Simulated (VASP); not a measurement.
# NaTmI4 (P4/mmm) in VASP: a series of runs, part 2 of 3

VASP 6.6.1.

## 3. Single point, PBE

This run uses another cell than the first one, of 38.15 Å³/atom.

INCAR reads:

```
SYSTEM = NaTmI4
PREC = Accurate
ENCUT = 500
EDIFF = 1E-6
ISMEAR = 0
SIGMA = 0.1
LREAL = .False.
LASPH = .True.
NELM = 200
ALGO = Normal
ISIF = 2
LWAVE = .False.
LCHARG = .False.
GGA = PE
NBANDS = 31
GGA_COMPAT = .False.
LMAXMIX = 6
```

KPOINTS reads:

```
Automatic mesh
0
Gamma
  4 4 2
  0 0 0
```

POSCAR reads:

```
NaTmI4
1.0
    3.7490593995      0.0000000000      0.0000000000
    0.0000000000      3.7490593995      0.0000000000
    0.0000000000      0.0000000000     16.2866140209
Na Tm I
1 1 4
Direct
    0.0000000000      0.0000000000      0.5000000000
    0.0000000000      0.0000000000      0.0000000000
    0.5000000000      0.5000000000      0.3737524253
    0.5000000000      0.5000000000      0.8882493778
    0.5000000000      0.5000000000      0.1117506222
    0.5000000000      0.5000000000      0.6262475747
```

Potentials or basis: VASP PAW PBE potentials, release 64 (Na_pv, Tm_3, I), 4f in core.

On the command line:

```console
$ cat potpaw_PBE.64/Na_pv/POTCAR potpaw_PBE.64/Tm_3/POTCAR potpaw_PBE.64/I/POTCAR > POTCAR
$ mpirun -np 1 vasp_std > vasp.out
```

It took 63 s on 1 thread of Intel Xeon 6975P-C (Granite Rapids), shared host; peak memory 0.33 GiB.

It converged, with:

```
Free energy            : -17.1150 eV
Pressure               : 0.2 GPa
Largest force          : 0.037 eV/Å
Band gap on the k mesh : zero (bands 22 and 23 overlap by 0.29 eV)
```

Forces on the atoms (eV/Å):
```
Na   0.000  0.000  0.000
Tm   0.000  0.000  0.000
I    0.000  0.000 -0.006
I    0.000  0.000 -0.037
I    0.000  0.000  0.037
I    0.000  0.000  0.006
```

Stress tensor (GPa, compression positive):
```
0.14 0.00 0.00
0.00 0.14 0.00
0.00 0.00 0.38
```

Levels at points of the mesh, in eV from the Fermi level:
```csv
k point,band 19,band 20,band 21,band 22,band 23,band 24,band 25,band 26
"(0.00, 0.00, 0.00)",-0.92,-0.32,-0.32,-0.18,-0.18,0.86,1.99,2.99
"(0.50, 0.00, 0.00)",-1.74,-1.13,-0.36,0.11,0.26,1.98,2.39,3.01
"(0.50, 0.50, 0.00)",-2.64,-2.15,-1.65,-0.59,-0.03,2.75,2.95,2.95
"(0.00, 0.00, 0.50)",-0.92,-0.32,-0.32,-0.18,-0.18,0.86,2.13,2.99
"(0.50, 0.00, 0.50)",-1.74,-1.18,-0.36,0.11,0.26,1.98,2.38,3.01
"(0.50, 0.50, 0.50)",-2.64,-2.22,-1.51,-0.66,-0.03,2.75,2.94,2.94
```

Caveat: the k points lie up to 0.42 Å⁻¹ apart; spin-orbit coupling is left out, which moves the levels of the heavy elements; the 4f electrons are frozen in the core, so they carry no moment and show no levels; the run has no spin polarisation, though such a crystal can be magnetic.

## 4. Relaxation of cell and atoms, PBE

INCAR reads:

```
  PREC = Accurate
  ENCUT = 500
  EDIFF = 1E-7
  ISMEAR = 0
  SIGMA = 0.1
  LREAL = False
  LASPH = True
  NELM = 200
  ALGO = Normal
  ISIF = 3
  LWAVE = False
  LCHARG = False
  GGA = PE
  IBRION = 2
  NSW = 90
  EDIFFG = -0.04
  GGA_COMPAT = False
  NELMIN = 4
  LMAXMIX = 6
```

KPOINTS reads:

```
regular mesh
0
Gamma
  4 4 2
```

POSCAR reads:

```
NaTmI4
1.0
    3.7824702500      0.0000000000      0.0000000000
    0.0000000000      3.7824702500      0.0000000000
    0.0000000000      0.0000000000     14.2535256600
Na Tm I
1 1 4
Direct
    0.0000000000      0.0000000000      0.5000000000
    0.0000000000      0.0000000000      0.0000000000
    0.5000000000      0.5000000000      0.3645260000
    0.5000000000      0.5000000000      0.8643389900
    0.5000000000      0.5000000000      0.1356610100
    0.5000000000      0.5000000000      0.6354740000
```

On the command line:

```console
$ cat potpaw_PBE.64/Na_pv/POTCAR potpaw_PBE.64/Tm_3/POTCAR potpaw_PBE.64/I/POTCAR > POTCAR
$ mpirun -np 1 vasp_std > vasp.out
```

Run time: 6.8 min. Hardware: 1 thread of Intel Xeon 6975P-C (Granite Rapids), shared host; peak memory 0.32 GiB.

It converged, with:

```
Free energy                           : -17.1130 eV
Relaxed volume                        : 38.35 Å³/atom
Relaxed cell                          : a = 3.751 Å, b = 3.751 Å, c = 16.355 Å, α = 90.00°, β = 90.00°, γ = 90.00°
Space group after relaxing (to 0.1 Å) : P4/mmm (No. 123)
Energy gained by relaxing             : 130.2 meV/atom
Ionic steps                           : 13
Pressure after relaxing               : 0.1 GPa
Largest force after relaxing          : 0.030 eV/Å
Band gap on the k mesh                : zero (bands 22 and 23 overlap by 0.30 eV)
```

Forces in eV/Å, atoms in the order of the input:
```
Na   0.000  0.000  0.000
Tm   0.000  0.000  0.000
I    0.000  0.000  0.030
I    0.000  0.000  0.021
I    0.000  0.000 -0.021
I    0.000  0.000 -0.030
```

Step by step:
```csv
step,energy change (eV),largest force (eV/Å),pressure (GPa),volume (Å³)
1,0.0000,1.4086,1.76,203.93
2,-0.4103,1.0901,0.02,214.99
3,-0.5586,0.9576,-1.02,225.87
4,-0.5722,0.9451,-1.22,229.01
5,-0.7146,0.4721,0.11,220.94
6,-0.7276,0.2390,0.74,217.82
7,-0.7576,0.0684,0.44,222.36
8,-0.7662,0.1010,0.20,226.67
9,-0.7780,0.0665,-0.18,230.97
10,-0.7781,0.0785,-0.20,231.29
11,-0.7806,0.0517,0.06,229.78
12,-0.7806,0.0545,0.03,229.94
13,-0.7813,0.0301,0.06,230.13
```

Final structure:
```yaml
crystal:
  lattice:
    - [3.75109, 0.00000, 0.00000]
    - [0.00000, 3.75109, 0.00000]
    - [0.00000, 0.00000, 16.35514]
  atoms:
    - { symbol: Na, position: [0.00000, 0.00000, 0.50000] }
    - { symbol: Tm, position: [0.00000, 0.00000, 0.00000] }
    - { symbol: I, position: [0.50000, 0.50000, 0.37320] }
    - { symbol: I, position: [0.50000, 0.50000, 0.88820] }
    - { symbol: I, position: [0.50000, 0.50000, 0.11180] }
    - { symbol: I, position: [0.50000, 0.50000, 0.62680] }
```

Levels at points of the mesh, in eV from the Fermi level:
```csv
k point,band 19,band 20,band 21,band 22,band 23,band 24,band 25,band 26
"(0.00, 0.00, 0.00)",-0.91,-0.31,-0.31,-0.18,-0.18,0.85,1.96,2.99
"(0.50, 0.00, 0.00)",-1.74,-1.15,-0.37,0.12,0.25,1.98,2.38,2.99
"(0.50, 0.50, 0.00)",-2.64,-2.17,-1.64,-0.61,-0.03,2.75,2.92,2.92
"(0.00, 0.00, 0.50)",-0.91,-0.31,-0.31,-0.18,-0.18,0.86,2.09,2.99
"(0.50, 0.00, 0.50)",-1.74,-1.20,-0.36,0.12,0.25,1.98,2.37,2.99
"(0.50, 0.50, 0.50)",-2.64,-2.23,-1.50,-0.69,-0.03,2.74,2.91,2.91
```

Caveat: the k points lie up to 0.42 Å⁻¹ apart in the final cell; spin-orbit coupling is left out, which moves the levels of the heavy elements; the 4f electrons are frozen in the core, so they carry no moment and show no levels; the run has no spin polarisation, though such a crystal can be magnetic.

## 5. Single point, PBE

This run uses another cell than the first one, of 38.32 Å³/atom.

INCAR reads:

```
ALGO = Normal ; EDIFF = 1E-6
ENCUT = 500 ; GGA = PE
GGA_COMPAT = F ; ISIF = 2
ISMEAR = 0 ; LASPH = T
LCHARG = F ; LMAXMIX = 6
LREAL = F ; LWAVE = F
NBANDS = 31 ; NELM = 200
PREC = Accurate ; SIGMA = 0.1
```

KPOINTS reads:

```
k-points
0
Gamma
  10 10 4
```

POSCAR reads:

```
NaTmI4
1.0
    3.7489498378      0.0000000000      0.0000000000
    0.0000000000      3.7489498378      0.0000000000
    0.0000000000      0.0000000000     16.3578211715
Na Tm I
1 1 4
Direct
    0.0000000000      0.0000000000      0.5000000000
    0.0000000000      0.0000000000      0.0000000000
    0.5000000000      0.5000000000      0.3737087393
    0.5000000000      0.5000000000      0.8881328122
    0.5000000000      0.5000000000      0.1118671878
    0.5000000000      0.5000000000      0.6262912607
```

Potentials or basis: VASP PAW PBE potentials, release 64 (Na_pv, Tm_3, I), 4f in core.

On the command line:

```console
$ cat potpaw_PBE.64/Na_pv/POTCAR potpaw_PBE.64/Tm_3/POTCAR potpaw_PBE.64/I/POTCAR > POTCAR
$ mpirun -np 1 vasp_std > vasp.out
```

OUTCAR:

```text
EDIFF = 1E-6
   ENCUT = 500
   GGA = PE
   ISIF = 2
   ISMEAR = 0
   LASPH = T
   LREAL = F
   NELM = 200
   PREC = Accurate

 ion  position               nearest neighbor table
   1  0.000  0.000  0.500-
   2  0.000  0.000  0.000-   4 3.22   5 3.22   4 3.22   5 3.22   4 3.22   5 3.22   4 3.22   5 3.22

   3  0.500  0.500  0.374-
   4  0.500  0.500  0.888-   2 3.22   2 3.22   2 3.22   2 3.22
   5  0.500  0.500  0.112-   2 3.22   2 3.22   2 3.22   2 3.22
   6  0.500  0.500  0.626-
[... 1024 lines left out ...]
  -------------------------------------------------------------------------------------
  Total        0.1714533      0.1714533      0.1834640      0.0000000      0.0000000      0.0000000
  in kB        1.1948456      1.1948456      1.2785471      0.0000000      0.0000000      0.0000000
  external PRESSURE =       1.2227461 kB  Pullay stress =       0.0000000 kB

 VOLUME and BASIS-vectors are now :
 -----------------------------------------------------------------------------
  energy-cutoff  :      500.00
  volume of cell :      229.90
      direct lattice vectors                 reciprocal lattice vectors
     3.748949838  0.000000000  0.000000000     0.266741366  0.000000000  0.000000000
     0.000000000  3.748949838  0.000000000     0.000000000  0.266741366  0.000000000
     0.000000000  0.000000000 16.357821171     0.000000000  0.000000000  0.061132836

 POSITION                                       TOTAL-FORCE (eV/Angst)
 -----------------------------------------------------------------------------------
      0.00000      0.00000      8.17891        -0.000000     -0.000000      0.000000
      0.00000      0.00000      0.00000        -0.000000     -0.000000      0.000000
      1.87447      1.87447      6.11306        -0.000000      0.000000      0.000286
      1.87447      1.87447     14.52792        -0.000000      0.000000     -0.035073
      1.87447      1.87447      1.82990         0.000000     -0.000000      0.035073
      1.87447      1.87447     10.24476         0.000000      0.000000     -0.000286
 -----------------------------------------------------------------------------------
    total drift:                               -0.000000      0.000000     -0.000000

  FREE ENERGIE OF THE ION-ELECTRON SYSTEM (eV)
  ---------------------------------------------------
  free  energy   TOTEN  =       -17.0262011465 eV

  energy  without entropy=      -17.0021943240  energy(sigma->0) =      -17.01419774
```

stdout:

```text
POSCAR found type information on POSCAR NaTmI
 POSCAR found :  3 types and       6 ions
 scaLAPACK will be used
 LDA part: xc-table for (Slater+PW92), standard interpolation
 POSCAR, INCAR and KPOINTS ok, starting setup
 FFT: planning ... GRIDC
 FFT: planning ... GRID_SOFT
 FFT: planning ... GRID
 WAVECAR not read
 entering main loop
```

Wall time 3.9 min (1 thread of Intel Xeon 6975P-C (Granite Rapids), shared host); peak memory 0.55 GiB.

What came out:

```
Free energy            : -17.0262 eV
Pressure               : 0.1 GPa
Largest force          : 0.035 eV/Å
Band gap on the k mesh : zero (bands 22 and 23 overlap by 0.65 eV)
```

Forces on the atoms (eV/Å):
```
Na   0.000  0.000  0.000
Tm   0.000  0.000  0.000
I    0.000  0.000  0.000
I    0.000  0.000 -0.035
I    0.000  0.000  0.035
I    0.000  0.000  0.000
```

Caveat: spin-orbit coupling is left out, which moves the levels of the heavy elements; the 4f electrons are frozen in the core, so they carry no moment and show no levels; the run has no spin polarisation, though such a crystal can be magnetic.

(Continued in part 3 of 3.)
